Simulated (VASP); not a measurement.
Sn3Pb5Se8:

```
Sn Pb Se
1.0
     0.00000    6.08331   -6.08331
    -6.08331    0.00000   -6.08331
    -6.08331    6.08331    0.00000
Sn Pb Se
3 5 8
Direct
  0.50000 0.50000 0.00000
  0.00000 0.50000 0.00000
  0.50000 0.00000 0.00000
  0.00000 0.00000 0.00000
  0.50000 0.50000 0.50000
  0.00000 0.50000 0.50000
  0.50000 0.00000 0.50000
  0.00000 0.00000 0.50000
  0.75000 0.75000 0.25000
  0.25000 0.75000 0.25000
  0.75000 0.25000 0.25000
  0.25000 0.25000 0.25000
  0.75000 0.75000 0.75000
  0.25000 0.75000 0.75000
  0.75000 0.25000 0.75000
  0.25000 0.25000 0.75000
```

```yaml
Program: VASP 6.6.1
Task: relaxation of cell and atoms
Functional: PBEsol
Potentials_or_basis: VASP PAW PBE potentials, release 64 (Sn_d, Pb_d, Se)
Cutoff: 600 eV
k_mesh: 6 × 6 × 5
Occupations: gaussian, width 0.03 eV
Spin: no spin polarisation
```

At the start: pressure -0.8 GPa; volume 28.14 Å³/atom.

Problem. How do energy, volume and symmetry change on relaxing?

Solution. Over 5 steps the energy falls by 4.7 meV/atom and the volume is 27.64 Å³/atom (-1.8 %); space group R-3m (No. 166, to 0.1 Å) before and after.

The path:
```tsv
step	energy change (eV)	largest force (eV/Å)	pressure (GPa)	volume (Å³)
1	0.0000	0.3061	-0.84	450.25
2	-0.0416	0.2444	0.28	440.71
3	-0.0418	0.2396	0.36	440.01
4	-0.0627	0.1415	0.23	440.87
5	-0.0747	0.0036	0.04	442.16
```

Final structure:
```
CELL_PARAMETERS angstrom
0.00000 6.04687 -6.04687
-6.04687 0.00000 -6.04687
-6.04651 6.04651 -0.00036
ATOMIC_POSITIONS crystal
Sn 0.50000 0.50000 0.00000
Sn 0.00000 0.50000 0.00000
Sn 0.50000 0.00000 0.00000
Pb 0.00000 0.00000 0.00000
Pb 0.50000 0.50000 0.50000
Pb 0.00000 0.50000 0.50000
Pb 0.50000 0.00000 0.50000
Pb 0.00000 0.00000 0.50000
Se 0.75000 0.75000 0.24448
Se 0.25552 0.75000 0.24448
Se 0.75000 0.25552 0.24448
Se 0.25275 0.25275 0.24175
Se 0.74725 0.74725 0.75825
Se 0.25000 0.74448 0.75552
Se 0.74448 0.25000 0.75552
Se 0.25000 0.25000 0.75552
```

Caveat: the PAW data sets were made with another functional, which shifts forces and pressure a little.
